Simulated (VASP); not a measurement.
# AlCo (Pm-3m) in VASP: further runs

The runs below take AlCo through relaxation of cell and atoms, with r2SCAN.

Everything below comes from runs of VASP 6.6.1. Logs are shortened: lines on timing, memory, paths and dates and some standing lists are left out, and cuts for length are marked.

**1. The cell of the first run**

The structure is cubic, space group Pm-3m (No. 221). The conventional cell has a = 2.819 Å, b = 2.819 Å, c = 2.819 Å, α = 90.00°, β = 90.00°, γ = 90.00°. Within 3.2 Å of Al (site symmetry m-3m) lie 8 Co at 2.44 Å and 6 Al at 2.82 Å. Within 3.2 Å of Co (site symmetry m-3m) lie 8 Al at 2.44 Å and 6 Co at 2.82 Å.

**2. Relaxation of cell and atoms, r2SCAN, collinear spin, ferromagnetic start, target pressure 30 GPa, at which the enthalpy is minimised**

The input, POSCAR:

```
AlCo
1.0
    2.8194030000      0.0000000000      0.0000000000
    0.0000000000      2.8194030000      0.0000000000
    0.0000000000      0.0000000000      2.8194030000
Al Co
1 1
Direct
    0.0000000000      0.0000000000      0.0000000000
    0.5000000000      0.5000000000      0.5000000000
```

The input, INCAR.step1:

```
PREC = Accurate
ENCUT = 600
ISMEAR = 0
SIGMA = 0.1
LREAL = False
LASPH = True
NELM = 150
ISPIN = 2
MAGMOM = 0 1.8
LMAXMIX = 4
GGA = PE
ALGO = Normal
EDIFF = 1E-4
LWAVE = True
LCHARG = False
```

The input, INCAR.step2:

```
PREC = Accurate
ENCUT = 600
EDIFF = 1E-6
ISMEAR = 0
SIGMA = 0.1
LREAL = False
LASPH = True
NELM = 150
ALGO = Normal
ISIF = 3
LWAVE = False
LCHARG = False
ISPIN = 2
MAGMOM = 0 1.8
LORBIT = 11
LMAXMIX = 4
METAGGA = R2SCAN
LMIXTAU = True
IBRION = 2
NSW = 80
EDIFFG = -0.03
PSTRESS = 300.0
ISTART = 1
```

The input, KPOINTS:

```
Automatic mesh
0
Gamma
  12 12 12
```

Potentials or basis: VASP PAW PBE potentials, release 64 (Al, Co).

Command:

```console
cat potpaw_PBE.64/Al/POTCAR potpaw_PBE.64/Co/POTCAR > POTCAR
cp INCAR.step1 INCAR
mpirun -np 1 vasp_std > vasp.out
cp INCAR.step2 INCAR
mpirun -np 1 vasp_std > vasp.out
```

OUTCAR:

```text
PREC = Accurate
   ENCUT = 600
   EDIFF = 1E-6
   ISMEAR = 0
   LREAL = False
   LASPH = True
   NELM = 150
   ISIF = 3
   ISPIN = 2
   LORBIT = 11
   METAGGA = R2SCAN
   IBRION = 2
   NSW = 80
   EDIFFG = -0.03
   PSTRESS = 300.0
   ISTART = 1

 ion  position               nearest neighbor table
   1  0.000  0.000  0.000-   2 2.44   2 2.44   2 2.44   2 2.44   2 2.44   2 2.44   2 2.44   2 2.44

   2  0.500  0.500  0.500-   1 2.44   1 2.44   1 2.44   1 2.44   1 2.44   1 2.44   1 2.44   1 2.44

  LATTYP: Found a simple cubic cell.
 ALAT       =     2.8194030000

  Lattice vectors:

 A1 = (   2.8194030000,   0.0000000000,   0.0000000000)
 A2 = (   0.0000000000,   2.8194030000,   0.0000000000)
 A3 = (   0.0000000000,   0.0000000000,   2.8194030000)

Analysis of symmetry for initial positions (statically):
=====================================================================
 Subroutine PRICEL returns:
 Original cell was already a primitive cell.

 Routine SETGRP: Setting up the symmetry group for a
 simple cubic supercell.

 Subroutine GETGRP returns: Found 48 space group operations
 (whereof 48 operations were pure point group operations)
 out of a pool of 48 trial point group operations.

The static configuration has the point symmetry O_h .

Analysis of symmetry for dynamics (positions and initial velocities):
=====================================================================
 Subroutine PRICEL returns:
 Original cell was already a primitive cell.

 Routine SETGRP: Setting up the symmetry group for a
 simple cubic supercell.

 Subroutine GETGRP returns: Found 48 space group operations
 (whereof 48 operations were pure point group operations)
 out of a pool of 48 trial point group operations.

The dynamic configuration has the point symmetry O_h .

Analysis of structural, dynamic, and magnetic symmetry:
=====================================================================
 Subroutine PRICEL returns:
 Original cell was already a primitive cell.

 Routine SETGRP: Setting up the symmetry group for a
 simple cubic supercell.

 Subroutine GETGRP returns: Found 48 space group operations
 (whereof 48 operations were pure point group operations)
 out of a pool of 48 trial point group operations.

The overall configuration has the point symmetry O_h .

 Subroutine INISYM returns: Found 48 space group operations
 (whereof 48 operations are pure point group operations),
 and found     1 'primitive' translations

----------------------------------------------------------------------------------------

                                     Primitive cell

  volume of cell :      22.4115

  direct lattice vectors                    reciprocal lattice vectors
     2.819403000  0.000000000  0.000000000     0.354685017  0.000000000  0.000000000
     0.000000000  2.819403000  0.000000000     0.000000000  0.354685017  0.000000000
     0.000000000  0.000000000  2.819403000     0.000000000  0.000000000  0.354685017

  length of vectors
     2.819403000  2.819403000  2.819403000     0.354685017  0.354685017  0.354685017

  position of ions in fractional coordinates (direct lattice)
     0.000000000  0.000000000  0.000000000
     0.500000000  0.500000000  0.500000000

  ion indices of the primitive-cell ions
   primitive index   ion index
                 1           1
                 2           2

----------------------------------------------------------------------------------------

 KPOINTS: Automatic mesh

Automatic generation of k-mesh.
 Grid dimensions read from file:
 generate k-points for:   12   12   12

 Generating k-lattice:

  Cartesian coordinates                     Fractional coordinates (reciprocal lattice)
     0.029557085  0.000000000  0.000000000     0.083333333  0.000000000  0.000000000
     0.000000000  0.029557085  0.000000000     0.000000000  0.083333333  0.000000000
     0.000000000  0.000000000  0.029557085     0.000000000  0.000000000  0.083333333

  Length of vectors
     0.029557085  0.029557085  0.029557085

  Shift w.r.t. Gamma in fractional coordinates (k-lattice)
     0.000000000  0.000000000  0.000000000

 Subroutine IBZKPT returns following result:
 ===========================================

 Found     84 irreducible k-points:

 Following reciprocal coordinates:
            Coordinates               Weight
  0.000000  0.000000  0.000000      1.000000
  0.083333  0.000000  0.000000      6.000000
  0.166667  0.000000  0.000000      6.000000
  0.250000  0.000000  0.000000      6.000000
  0.333333  0.000000  0.000000      6.000000
  0.416667  0.000000  0.000000      6.000000
[... 16 lines left out ...]
  0.333333  0.333333  0.000000     12.000000
  0.416667  0.333333  0.000000     24.000000
 [... further k-points ...]
   k-points           NKPTS =     84   k-points in BZ     NKDIM =     84   number of bands    NBANDS=     11
   number of dos      NEDOS =    301   number of ions     NIONS =      2
   total plane-waves  NPLWV =  13824
   dimension x,y,z NGX =    24 NGY =   24 NGZ =   24
   dimension x,y,z NGXF=    48 NGYF=   48 NGZF=   48
   ions per type =               1   1
   NGX,Y,Z   is equivalent  to a cutoff of  14.15, 14.15, 14.15 a.u.
   NGXF,Y,Z  is equivalent  to a cutoff of  28.30, 28.30, 28.30 a.u.
 SYSTEM =  unknown system
   PREC   = accura    normal or accurate (medium, high low for compatibility)
   ISTART =      1    job   : 0-new  1-cont  2-samecut
   ICHARG =      0    charge: 1-file 2-atom 10-const
   ISPIN  =      2    spin polarized calculation?
   LNONCOLLINEAR =      F non collinear calculations
   LSORBIT =      F    spin-orbit coupling
   LASPH  =      T    aspherical Exc in radial PAW
   ENCUT  =  600.0 eV  44.10 Ry    6.64 a.u.   5.63  5.63  5.63*2*pi/ulx,y,z
   NELM   =    150;   NELMIN=  2; NELMDL=  0     # of ELM steps
   EDIFF  = 0.1E-05   stopping-criterion for ELM
   LREAL  =      F    real-space projection
   EDIFFG = -.3E-01   stopping-criterion for IOM
   NSW    =     80    number of steps for IOM
   IBRION =      2    ionic relax: 0-MD 1-quasi-New 2-CG
   NFREE  =      1    steps in history (QN), initial steepest desc. (CG)
   ISIF   =      3    stress and relaxation
   ISYM   =      2    0-nonsym 1-usesym 2-fastsym
   POTIM  = 0.5000    time-step for ionic-motion
   TEBEG  =    0.0;   TEEND  =   0.0 temperature during run
   PSTRESS=  300.0 pullay stress
   NELECT =      12.0000    total number of electrons
   NUPDOWN=      -1.0000    fix difference up-down
   EMIN   =  10.00;   EMAX   =-10.00  energy-range for DOS
   EFERMI =   0.00;   METHOD = LEGACY
   ISMEAR =     0;   SIGMA  =   0.10  broadening in eV -4-tet -1-fermi 0-gaus
   EFERMI_NEDOS =   21; number of points for ismear=-14 and -15
   IALGO  =     38    algorithm
   IMIX   =      4    mixing-type and parameters
     AMIX     =   0.40;   BMIX     =  1.00
     AMIX_MAG =   1.60;   BMIX_MAG =  1.00
  volume/ion in A,a.u.               =      11.21        75.62
  Fermi-wavevector in a.u.,A,eV,Ry     =   1.329367  2.512139 24.044427  1.767215
  Thomas-Fermi vector in A             =   2.458534
   LORBIT       =     11    0 simple, 1 ext, 2 COOP (PROOUT), +10 PAW based schemes
   METAGGA = R2SCAN    functional components
   LHFCALC =     F    Hartree Fock is set to
   AEXX    =    0.0000 exact exchange contribution
   IVDW    =     0    specifies the selected vdW correction
   LEPSILON=     F    determine dielectric tensor
   LRPA    =     F    only Hartree local field effects (RPA)
 conjugate gradient relaxation of ions
 spin polarized calculation
 Gauss-broadening in eV      SIGMA  =   0.10
  energy-cutoff  :      600.00
  volume of cell :       22.41
 maximum number of plane-waves:       768
 NGX is ok and might be reduce to    24
   NGX = 11   NGY = 11   NGZ = 11

--------------------------------------- Ionic step        1  -------------------------------------------

 number of electron      11.9999996 magnetization      -0.0017495

 Free energy of the ion-electron system (eV)
  ---------------------------------------------------
  ext. energy  EPLUGINS =         0.00000000
  ---------------------------------------------------
  free energy    TOTEN  =       -21.08058010 eV

  energy without entropy =      -21.07732416  energy(sigma->0) =      -21.07895213

------------------------ aborting loop because EDIFF is reached ----------------------------------------

  FORCE on cell =-STRESS in cart. coord.  units (eV):
  Direction    XX          YY          ZZ          XY          YZ          ZX
  --------------------------------------------------------------------------------------
  -------------------------------------------------------------------------------------
  Total        0.0675978      0.0675978      0.0675978     -0.0000000      0.0000000      0.0000000
  in kB        4.8324955      4.8324955      4.8324955     -0.0000000      0.0000000      0.0000000
  external PRESSURE =    -295.1675045 kB  Pullay stress =     300.0000000 kB
[... 105 lines left out ...]
--------------------------------------- Ionic step        4  -------------------------------------------

 number of electron      12.0000003 magnetization       0.0000000

 number of electron      12.0000003 magnetization      -0.0000000

 Free energy of the ion-electron system (eV)
  ---------------------------------------------------
  ext. energy  EPLUGINS =         0.00000000
  ---------------------------------------------------
  free energy    TOTEN  =       -20.87432998 eV

  energy without entropy =      -20.87178046  energy(sigma->0) =      -20.87305522

 E-fermi :  12.6296     XC(G=0): -14.0597

 val. band max:       12.5633453269   @ k =   0.5000   0.5000   0.2500
 cond. band min:      12.6588226441   @ k =   0.5000   0.4167   0.1667
 fundamental gap:      0.0954773172
 Fermi energy:        12.6296128000

 spin component 1

 k-point     1 :       0.0000    0.0000    0.0000
  band No.  band energies     occupation
      1      -0.1784      1.00000
      2       8.7738      1.00000
      3       8.7738      1.00000
      4      11.3214      1.00000
      5      11.3214      1.00000
      6      11.3214      1.00000
      7      19.7545      0.00000
      8      19.7545      0.00000
      9      19.7545      0.00000
     10      22.2472      0.00000
     11      22.2472      0.00000
[... 309 lines left out ...]
 k-point    24 :       0.4167    0.3333    0.0000
  band No.  band energies     occupation
      1       5.2233      1.00000
      2       7.5328      1.00000
      3       9.3460      1.00000
      4      10.0509      1.00000
      5      10.4632      1.00000
      6      10.6747      1.00000
      7      12.9356      0.00001
      8      16.7575      0.00000
      9      18.9390      0.00000
     10      26.4754      0.00000
     11      27.9479      0.00000

 [... further k-points ...]

 spin component 2

 k-point     1 :       0.0000    0.0000    0.0000
  band No.  band energies     occupation
      1      -0.1784      1.00000
      2       8.7738      1.00000
      3       8.7738      1.00000
      4      11.3214      1.00000
      5      11.3214      1.00000
      6      11.3214      1.00000
      7      19.7545      0.00000
      8      19.7545      0.00000
      9      19.7545      0.00000
     10      22.2472      0.00000
     11      22.2472      0.00000
[... 351 lines left out ...]
  FREE ENERGIE OF THE ION-ELECTRON SYSTEM (eV)
  ---------------------------------------------------
  free  energy   TOTEN  =       -20.8743299805 eV

  energy  without entropy=      -20.8717804568  energy(sigma->0) =      -20.87305522

  enthalpy is  TOTEN    =       -17.1310581453 eV   P V=        3.7432718353

 reached required accuracy - stopping structural energy minimisation

 total charge

# of ion       s       p       d       tot
------------------------------------------
    1        0.417   0.515   0.000   0.932
    2        0.517   0.686   7.607   8.810
--------------------------------------------------
tot          0.934   1.201   7.607   9.742

 magnetization (x)

# of ion       s       p       d       tot
------------------------------------------
    1       -0.000  -0.000   0.000  -0.000
    2        0.000   0.000   0.000   0.000
--------------------------------------------------
tot          0.000   0.000   0.000   0.000
```

It took 5.1 min on 1 thread of AMD EPYC 9R45 (Zen 5), shared host; peak memory 0.17 GiB.

What came out:

- Free energy: -20.8743 eV
- Relaxed volume: 10.00 Å³/atom
- Relaxed cell: a = 2.714 Å, b = 2.714 Å, c = 2.714 Å, α = 90.00°, β = 90.00°, γ = 90.00°
- Space group after relaxing (to 0.1 Å): Pm-3m (No. 221)
- Energy change on relaxing (the run minimises the enthalpy): +103.1 meV/atom
- Ionic steps: 4
- Pressure after relaxing: 29.7 GPa
- Band gap on the k mesh: zero (filled and empty bands overlap)
- Net moment: 0.00 μB per cell
- Valence electrons inside the program's atomic spheres: Al 0.93; Co 8.81

The path:
```csv
step,energy change (eV),largest force (eV/Å),pressure (GPa),volume (Å³)
1,0.0000,0.0000,0.48,22.41
2,1.7784,0.0000,123.34,16.36
3,0.1857,0.0000,27.76,20.11
4,0.2063,0.0000,29.66,19.99
```

Final structure:
```
Al Co
1.0
     2.71402    0.00000    0.00000
     0.00000    2.71402    0.00000
     0.00000    0.00000    2.71402
Al Co
1 1
Direct
  0.00000 0.00000 0.00000
  0.50000 0.50000 0.50000
```

Levels at points of the mesh, in eV from the Fermi level:
Spin up:
```tsv
k point	band 3	band 4	band 5	band 6	band 7	band 8	band 9	band 10
(0.00, 0.00, 0.00)	-3.86	-1.31	-1.31	-1.31	7.12	7.12	7.12	9.62
(0.50, 0.00, 0.00)	-3.05	-2.38	-2.38	-1.17	0.31	8.85	11.97	11.97
(0.50, 0.50, 0.00)	-3.29	-3.29	-2.17	-2.17	-0.25	3.01	4.49	15.59
(0.50, 0.50, 0.50)	-5.07	-0.20	-0.20	2.33	2.33	2.33	6.27	6.27
```
Spin down:
| k point | band 4 | band 5 | band 6 | band 7 | band 8 | band 9 |
| --- | --- | --- | --- | --- | --- | --- |
| (0.00, 0.00, 0.00) | -1.31 | -1.31 | -1.31 | 7.12 | 7.12 | 7.12 |
| (0.50, 0.00, 0.00) | -2.38 | -2.38 | -1.17 | 0.31 | 8.85 | 11.97 |
| (0.50, 0.50, 0.00) | -3.29 | -2.17 | -2.17 | -0.25 | 3.01 | 4.49 |
| (0.50, 0.50, 0.50) | -0.20 | -0.20 | 2.33 | 2.33 | 2.33 | 6.27 |

Caveat: the cell is relaxed towards a set pressure, so the run minimises the enthalpy, not the energy; the moments typed at the start vanished in this run; the PAW data sets were made with another functional, which shifts forces and pressure a little.

**3. Relaxation of cell and atoms, r2SCAN, collinear spin, ferromagnetic start, target pressure 40 GPa, at which the enthalpy is minimised**

POSCAR is that of step 2.

The input, INCAR.step1:

```
SYSTEM = AlCo
PREC = Accurate
ENCUT = 600
ISMEAR = 0
SIGMA = 0.1
LREAL = .False.
LASPH = .True.
NELM = 150
ISPIN = 2
MAGMOM = 0 1.8
LMAXMIX = 4
GGA = PE
ALGO = Normal
EDIFF = 1E-4
LWAVE = .True.
LCHARG = .False.
```

The input, INCAR.step2:

```
SYSTEM = AlCo
PREC = Accurate
ENCUT = 600
EDIFF = 1E-7
ISMEAR = 0
SIGMA = 0.1
LREAL = .False.
LASPH = .True.
NELM = 150
ALGO = Normal
ISIF = 3
LWAVE = .False.
LCHARG = .False.
ISPIN = 2
MAGMOM = 0 1.8
LORBIT = 11
LMAXMIX = 4
METAGGA = R2SCAN
LMIXTAU = .True.
IBRION = 2
NSW = 80
EDIFFG = -0.03
PSTRESS = 400.0
ISTART = 1
```

The input, KPOINTS:

```
Automatic mesh
0
Gamma
  12 12 12
  0 0 0
```

Potentials or basis: VASP PAW PBE potentials, release 64 (Al, Co).

Command:

```console
cat potpaw_PBE.64/Al/POTCAR potpaw_PBE.64/Co/POTCAR > POTCAR
cp INCAR.step1 INCAR
mpirun -np 1 vasp_std > vasp.out
cp INCAR.step2 INCAR
mpirun -np 1 vasp_std > vasp.out
```

Run time: 6.8 min. Hardware: 1 thread of AMD EPYC 9R45 (Zen 5), shared host; peak memory 0.17 GiB.

Results (log left out):

- Free energy: -20.7437 eV
- Relaxed volume: 9.69 Å³/atom
- Relaxed cell: a = 2.686 Å, b = 2.686 Å, c = 2.686 Å, α = 90.00°, β = 90.00°, γ = 90.00°
- Space group after relaxing (to 0.1 Å): Pm-3m (No. 221)
- Energy change on relaxing (the run minimises the enthalpy): +168.4 meV/atom
- Ionic steps: 5
- Pressure after relaxing: 40.0 GPa
- Band gap on the k mesh: zero (filled and empty bands overlap)
- Net moment: 0.00 μB per cell
- Valence electrons inside the program's atomic spheres: Al 0.96; Co 8.89

Step by step:
| step | energy change (eV) | largest force (eV/Å) | pressure (GPa) | volume (Å³) |
| --- | --- | --- | --- | --- |
| 1 | 0.0000 | 0.0000 | 0.38 | 22.41 |
| 2 | 3.6226 | 0.0000 | 214.61 | 14.57 |
| 3 | 0.2752 | 0.0000 | 35.28 | 19.65 |
| 4 | 0.3205 | 0.0000 | 38.78 | 19.45 |
| 5 | 0.3369 | 0.0000 | 39.98 | 19.39 |

Final structure:
```xyz
2
Lattice="2.6864 0.0000 0.0000 0.0000 2.6864 0.0000 0.0000 0.0000 2.6864" Properties=species:S:1:pos:R:3 pbc="T T T"
Al    0.0000    0.0000    0.0000
Co    1.3432    1.3432    1.3432
```

Levels at points of the mesh, in eV from the Fermi level:
Spin up:
```csv
k point,band 3,band 4,band 5,band 6,band 7,band 8,band 9,band 10
"(0.00, 0.00, 0.00)",-4.04,-1.36,-1.36,-1.36,7.31,7.31,7.31,9.76
"(0.50, 0.00, 0.00)",-3.20,-2.47,-2.47,-1.21,0.34,8.87,12.16,12.16
"(0.50, 0.50, 0.00)",-3.36,-3.36,-2.26,-2.26,-0.26,3.12,4.71,16.00
"(0.50, 0.50, 0.50)",-5.25,-0.21,-0.21,2.33,2.33,2.33,6.47,6.47
```
Spin down:
```tsv
k point	band 4	band 5	band 6	band 7	band 8	band 9
(0.00, 0.00, 0.00)	-1.36	-1.36	-1.36	7.31	7.31	7.31
(0.50, 0.00, 0.00)	-2.47	-2.47	-1.21	0.34	8.87	12.16
(0.50, 0.50, 0.00)	-3.36	-2.26	-2.26	-0.26	3.12	4.71
(0.50, 0.50, 0.50)	-0.21	-0.21	2.33	2.33	2.33	6.47
```

Caveat: the cell is relaxed towards a set pressure, so the run minimises the enthalpy, not the energy; the moments typed at the start vanished in this run; the PAW data sets were made with another functional, which shifts forces and pressure a little.

The gap in the log of VASP goes by the Fermi energy; the results here count the filled bands.